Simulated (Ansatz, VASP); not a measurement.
# Two plane-wave programs on Ca

```
Ca
1.0
     0.00000    2.78512    2.78512
     2.78512    0.00000    2.78512
     2.78512    2.78512    0.00000
Ca
1
Cartesian
  0.0000 0.0000 0.0000
```

Alike in both runs: functional r2SCAN; k mesh 18 × 18 × 18; occupations fermi-dirac, width 0.15 eV; no spin polarisation.

Ansatz relaxed the structure, and its values are those at the end. VASP's run is a single point on that final structure, the one shown.

|  | VASP | Ansatz |
| --- | --- | --- |
| version | VASP 6.6.1 | Ansatz 0.2.0 |
| potentials or method | VASP PAW PBE potentials, release 64 (Ca_sv), cutoff 520 eV | scalar-relativistic, plane waves, PAW |
| valence electrons in the cell | 10 | 10 |

```tsv
	VASP	Ansatz	Ansatz less VASP
gap on the k mesh at the Fermi level (eV)	none	none	-
pressure (GPa)	0.0	0.0	-0.05
```

VASP's potentials were made for PBE, not for r2SCAN. A gap of «none» marks a metal or a gap that the smearing closes. With one functional, cell and mesh, what is left measures potentials, basis and numerics.
